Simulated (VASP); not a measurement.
Runs of VASP 6.6.1 on Ga. Symmetry: Cmce, No. 64, orthorhombic system. Conventional cell: a = 4.464 Å, b = 7.586 Å, c = 4.535 Å, α = 90.00°, β = 90.00°, γ = 90.00°. Within 3.3 Å of Ga (site symmetry m) lie 7 Ga at 2.49 to 2.76 Å. 

| k mesh | gap on the mesh (eV) | pressure (GPa) | largest force (eV/Å) |
| --- | --- | --- | --- |
| 2 × 2 × 2 | none | 2.8 | 0.70 |
| 8 × 8 × 7 | none | 0.1 | (b) |
| 7 × 7 × 6 | none | 0.1 | 0.02 |
| 4 × 4 × 4 | none | 0.0 | 0.11 |
| 5 × 5 × 4 | none | (a) | 0.05 |

Alike in all rows: task single point; level r2SCAN; potentials or basis VASP PAW PBE potentials, release 64 (Ga_d); no spin polarisation; cell as given; cutoff (eV) 520; smearing fermi-dirac 0.1 eV.

Q: Fill in the values left out.

A: (a) -0.1; (b) 0.01.

Caveats: some runs use coarse meshes; the PAW data sets were made with another functional, which shifts forces and pressure a little.

A k mesh can miss the band edges, and the runs leave out spin-orbit coupling on Ga.

A gap of «none» marks levels without a gap at the run's occupations.
